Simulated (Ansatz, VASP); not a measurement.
## Two plane-wave programs on NbTe3Os2

```xyz
6
Lattice="4.6397 0.0000 0.0000 -2.3198 4.0181 0.0000 0.0000 0.0000 6.4999" Properties=species:S:1:pos:R:3 pbc="T T T"
Nb    0.0000    0.0000    3.2500
Te    2.3198    1.3394    4.3905
Te    0.0000    0.0000    0.0000
Te    0.0000    2.6787    2.1094
Os    0.0000    2.6787    4.7971
Os    2.3198    1.3394    1.7028
```

Alike in both runs: task relaxation of cell and atoms; functional PBE; k mesh 6 × 6 × 4; occupations gaussian, width 0.1 eV; no spin polarisation.

|  | VASP | Ansatz |
| --- | --- | --- |
| version | VASP 6.6.1 | Ansatz 0.2.0 |
| potentials or method | VASP PAW PBE potentials, release 64 (Nb_sv, Te, Os), cutoff 600 eV | scalar-relativistic, plane waves, PAW |
| valence electrons in the cell | 47 | 93 |

Ansatz gave:

- gap on the k mesh at the Fermi level, each at its own relaxed structure (eV): none
- relaxed volume (Å³/atom): 20.15
- relaxed length of the cell vector where the two differ most in proportion (Å): 6.469

Which values does VASP return?

gap on the k mesh at the Fermi level, each at its own relaxed structure (eV): none; relaxed volume (Å³/atom): 20.14; relaxed length of the cell vector where the two differ most in proportion (Å): 6.461.

A gap of «none» marks a metal or a gap that the smearing closes. VASP's potentials hold 47 valence electrons a cell and Ansatz's 93, so a difference there can come from the potentials and not from the codes.

Spin-orbit coupling is off throughout.
